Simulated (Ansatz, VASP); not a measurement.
## One calculation of Ir, two programs

```xyz
2
Lattice="2.7514 0.0000 0.0000 -1.3757 2.3828 0.0000 0.0000 0.0000 4.4623" Properties=species:S:1:pos:R:3 pbc="T T T"
Ir    0.0000    1.5885    1.1156
Ir    1.3757    0.7943    3.3467
```

Alike in both runs: task relaxation of cell and atoms; functional RPBE; k mesh 11 × 11 × 6; occupations fermi-dirac, width 0.05 eV; no spin polarisation.

```csv
,VASP,Ansatz
version,VASP 6.6.1,Ansatz 0.2.0
potentials or method,"VASP PAW PBE potentials, release 64 (Ir)",Ansatz PAW
plane-wave cutoff (eV),600,420
valence electrons in the cell,18,34
```

VASP gave:

```
gap on the k mesh at the Fermi level, each at its own relaxed structure (eV) : none
relaxed volume (Å³/atom)                                                     : 14.77
relaxed cell length with the largest relative difference (Å)                 : 2.761
```

Question: What did Ansatz give for the same quantities?

Answer: gap on the k mesh at the Fermi level, each at its own relaxed structure (eV): none; relaxed volume (Å³/atom): 14.75; relaxed cell length with the largest relative difference (Å): 2.760.

VASP's potentials were made for PBE, not for RPBE. A gap of «none» marks a metal or a gap that the smearing closes. VASP's potentials hold 18 valence electrons a cell and Ansatz's 34, so a difference there can come from the potentials and not from the codes.

Spin-orbit coupling is off throughout. Noted on Ansatz's run: the plane-wave basis is chosen anew once the cell has moved, so the energies of steps on either side of that aren't comparable.
